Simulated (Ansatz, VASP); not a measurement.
## Au: VASP beside Ansatz

```
Au
1.0
     2.63589    0.00000    0.00000
     0.00000    2.63589    0.00000
     0.00000    0.00000    2.63589
Au
1
Cartesian
  0.0000 0.0000 0.0000
```

Alike in both runs: task relaxation of cell and atoms; functional PBE; k mesh 12 × 12 × 12; occupations fermi-dirac, width 0.1 eV; no spin polarisation.

|  | VASP | Ansatz |
| --- | --- | --- |
| version | VASP 6.6.1 | Ansatz 0.2.0 |
| potentials or method | VASP PAW PBE potentials, release 64 (Au), cutoff 600 eV | plane waves (420 eV) with PAW, scalar-relativistic |
| valence electrons in the cell | 11 | 19 |

```tsv
	VASP	Ansatz	Ansatz less VASP
relaxed volume (Å³/atom)	20.71	20.75	+0.044
relaxed cell length with the largest relative difference (Å)	2.746	2.748	+0.0020
```

VASP's potentials hold 11 valence electrons a cell and Ansatz's 19, so a difference there can come from the potentials and not from the codes.

Spin-orbit coupling is off throughout.
